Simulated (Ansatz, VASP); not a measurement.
One calculation of AlAs, two programs

The input INCAR:

```
SYSTEM = AlAs
  PREC = Accurate
  ENCUT = 500
  EDIFF = 1E-6
  ISMEAR = 0
  SIGMA = 0.1
  LREAL = .False.
  LASPH = .True.
  NELM = 120
  ALGO = Normal
  ISIF = 2
  LWAVE = .False.
  LCHARG = .True.
  GGA = PE
  IVDW = 12
  LELF = .True.
  LVHAR = .True.
  NBANDS = 11
  GGA_COMPAT = .False.
```

The input KPOINTS:

```
regular mesh
0
Gamma
  6 6 6
  0 0 0
```

POSCAR

```
AlAs
1.0
    0.0000000000      2.8379008800      2.8379008800
    2.8379008800      0.0000000000      2.8379008800
    2.8379008800      2.8379008800      0.0000000000
Al As
1 1
Direct
    0.0000000000      0.0000000000      0.0000000000
    0.7500000000      0.7500000000      0.7500000000
```

Input for Ansatz:

```yaml
crystal:
  lattice:
    - [0.0, 2.83790088, 2.83790088]
    - [2.83790088, 0.0, 2.83790088]
    - [2.83790088, 2.83790088, 0.0]
  atoms:
    - { symbol: Al, position: [0.0, 0.0, 0.0] }
    - { symbol: As, position: [0.75, 0.75, 0.75] }
basis:
  ecutwfc: 420
kpoints:
  mp_grid: { grid: [6, 6, 6] }
hamiltonian:
  xc: pbe
  dispersion: d3bj
scf:
  occupations: { method: gaussian, width: 0.1 }
  lower_state_search: "off"
output:
  forces: true
  stress: true
  eigenvalues: true
```

Alike in both runs: task single point; functional PBE; dispersion D3(BJ); k mesh 6 × 6 × 6; occupations gaussian, width 0.1 eV; no spin polarisation.

```csv
,VASP,Ansatz
version,VASP 6.6.1,Ansatz 0.2.0
potentials or method,"VASP PAW PBE potentials, release 64 (Al, As), cutoff 500 eV","scalar-relativistic, plane waves, PAW"
valence electrons in the cell,8,18
```

Ansatz gave:

```
gap on the k mesh at the Fermi level (eV) : 1.46
least direct gap on the mesh (eV)         : 1.99
pressure (GPa)                            : -0.4
```

What did VASP give for the same quantities?

gap on the k mesh at the Fermi level (eV): 1.45; least direct gap on the mesh (eV): 2.00; pressure (GPa): -0.2.

VASP's potentials hold 8 valence electrons a cell and Ansatz's 18, so a difference there can come from the potentials and not from the codes.
